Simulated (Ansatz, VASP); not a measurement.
# One calculation of Na, two programs

INCAR

```
PREC = Accurate
ENCUT = 520
EDIFF = 1E-7
ISMEAR = -1
SIGMA = 0.05
LREAL = F
LASPH = T
NELM = 80
ALGO = Normal
ISIF = 2
LWAVE = F
LCHARG = F
GGA = PS
NBANDS = 10
```

The input KPOINTS:

```
Automatic mesh
0
Gamma
  13 13 13
```

Contents of POSCAR:

```
Na
1.0
   -1.5360877816      1.5360877816      1.5360877816
    1.5360877816     -1.5360877816      1.5360877816
    1.5360877816      1.5360877816     -1.5360877816
Na
1
Direct
    0.0000000000      0.0000000000      0.0000000000
```

Input for Ansatz:

```yaml
crystal:
  lattice:
    - [-1.5360877816, 1.5360877816, 1.5360877816]
    - [1.5360877816, -1.5360877816, 1.5360877816]
    - [1.5360877816, 1.5360877816, -1.5360877816]
  atoms:
    - { symbol: Na, position: [0.0, 0.0, 0.0] }
kpoints:
  mp_grid: { grid: [13, 13, 13] }
  band_path:
    path:
      - [0.0, 0.0, 0.0]
      - [0.5, -0.5, 0.5]
      - [0.0, 0.0, 0.5]
      - [0.0, 0.0, 0.0]
      - [0.25, 0.25, 0.25]
      - [0.5, -0.5, 0.5]
      - [0.25, 0.25, 0.25]
      - [0.0, 0.0, 0.5]
    npoints: 8
scf:
  occupations: { method: fermi_dirac, width: 0.05 }
hamiltonian:
  xc: pbesol
  pseudopotentials: { kind: paw }
output:
  forces: true
  stress: true
  eigenvalues: true
  populations: true
  dos: { projected: true, de: 0.2, e_range: [-14, 8] }
```

Change from the starting cell: volume scaled by 0.4, PAW files.

Alike in both runs: task single point; functional PBEsol; k mesh 13 × 13 × 13; occupations fermi-dirac, width 0.05 eV; no spin polarisation.

|  | VASP | Ansatz |
| --- | --- | --- |
| version | VASP 6.6.1 | Ansatz 0.2.0 |
| potentials or method | VASP PAW PBE potentials, release 64 (Na_pv) | PAW with Ansatz's default frozen-core files, scalar-relativistic |
| plane-wave cutoff (eV) | 520 | 420 |
| valence electrons in the cell | 7 | 9 |

```tsv
	VASP	Ansatz	Ansatz less VASP
pressure (GPa)	40.8	40.6	-0.18
```

VASP's potentials were made for PBE, not for PBEsol. Both programs put the cell under a high pressure, so it lies far from rest at this level. VASP's potentials hold 7 valence electrons a cell and Ansatz's 9, so a difference there can come from the potentials and not from the codes.
